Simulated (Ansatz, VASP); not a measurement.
**One calculation of TaRu, two programs**

The input INCAR:

```
SYSTEM = TaRu
  PREC = Accurate
  ENCUT = 520
  EDIFF = 1E-6
  ISMEAR = -1
  SIGMA = 0.05
  LREAL = .FALSE.
  LASPH = .TRUE.
  NELM = 80
  ALGO = Normal
  ISIF = 2
  LWAVE = .FALSE.
  LCHARG = .FALSE.
  GGA = CA
  NBANDS = 20
```

The input KPOINTS:

```
Automatic mesh
0
G
  11 11 10
  0 0 0
```

POSCAR

```
TaRu
1.0
    3.1128779469      0.0000000000      0.0000000000
    0.0000000000      3.1128779469      0.0000000000
    0.0000000000      0.0000000000      3.4554678552
Ta Ru
1 1
Direct
    0.5000000000      0.5000000000      0.5000000000
    0.0000000000      0.0000000000      0.0000000000
```

Input for Ansatz:

```yaml
crystal:
  lattice:
    - [3.1128779469, 0.0, 0.0]
    - [0.0, 3.1128779469, 0.0]
    - [0.0, 0.0, 3.4554678552]
  atoms:
    - { symbol: Ta, position: [0.5, 0.5, 0.5] }
    - { symbol: Ru, position: [0.0, 0.0, 0.0] }
kpoints:
  mp_grid: { grid: [11, 11, 10] }
  band_path:
    path:
      - [0.0, 0.0, 0.0]
      - [0.0, 0.5, 0.0]
      - [0.5, 0.5, 0.0]
      - [0.0, 0.0, 0.0]
      - [0.0, 0.0, 0.5]
      - [0.0, 0.5, 0.5]
      - [0.5, 0.5, 0.5]
      - [0.0, 0.0, 0.5]
      - [0.0, 0.5, 0.0]
    npoints: 5
scf:
  occupations: { method: fermi_dirac, width: 0.05 }
hamiltonian:
  xc: lda
  pseudopotentials: { kind: all_electron, lapw: { basis_error: 0.0005 } }
output:
  forces: true
  stress: true
  eigenvalues: true
```

Change from the starting cell: volume scaled by 1.06.

Alike in both runs: task single point; functional LDA; k mesh 11 × 11 × 10; occupations fermi-dirac, width 0.05 eV; no spin polarisation.

|  | VASP | Ansatz |
| --- | --- | --- |
| version | VASP 6.6.1 | Ansatz 0.2.0 |
| potentials or method | VASP PAW LDA potentials, release 64 (Ta_pv, Ru_pv), cutoff 520 eV | all-electron LAPW, scalar-relativistic |

Ansatz gave:

| Quantity | Value |
| --- | --- |
| pressure (GPa) | -22.6 |
| traceless stress, the component that is largest in VASP (GPa) | 1.27 |

Q: Which values does VASP return?

A: Pressure (GPa): -22.1; traceless stress, the component that is largest in VASP (GPa): 1.16.

LDA's correlation is that of Perdew and Zunger in VASP and of Perdew and Wang (1992) in Ansatz. Ansatz ran all-electron here, and VASP with PAW potentials.

Spin-orbit coupling is off throughout.
